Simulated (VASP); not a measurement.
Here is a VASP 6.6.1 calculation.

The input POSCAR:

```
Pd
1.0
   -1.5962499110      1.5962499110      1.5962499110
    1.5962499110     -1.5962499110      1.5962499110
    1.5962499110      1.5962499110     -1.5962499110
Pd
1
Direct
    0.0000000000      0.0000000000      0.0000000000
```

The input INCAR.step1:

```
PREC = Accurate ; ENCUT = 520
ISMEAR = -1 ; SIGMA = 0.1
LREAL = F ; LASPH = T
NELM = 60 ; NBANDS = 11
GGA = PE ; ALGO = Normal
EDIFF = 1E-4 ; LWAVE = T
LCHARG = F
```

Contents of INCAR.step2:

```
PREC = Accurate ; ENCUT = 520
EDIFF = 1E-6 ; ISMEAR = -1
SIGMA = 0.1 ; LREAL = F
LASPH = T ; NELM = 60
ALGO = Normal ; ISIF = 2
LWAVE = F ; LCHARG = T
METAGGA = R2SCAN ; LMIXTAU = T
LELF = T ; LVHAR = T
NBANDS = 11 ; ISTART = 1
```

KPOINTS

```
regular mesh
0
Gamma
  16 16 16
```

Potentials or basis: VASP PAW PBE potentials, release 64 (Pd).

Run with:

```bash
$ cat potpaw_PBE.64/Pd/POTCAR > POTCAR
$ cp INCAR.step1 INCAR
$ mpirun -np 1 vasp_std > vasp.out
$ cp INCAR.step2 INCAR
$ mpirun -np 1 vasp_std > vasp.out
```

(1) Predict the pressure.

(2) What does it give for the band gap on the k mesh?

Answers

(1) -10.8 GPa.

(2) zero (bands 5 and 6 overlap by 1.51 eV).

Caveat: the cell stands under tension; the PAW data sets were made with another functional, which shifts forces and pressure a little.
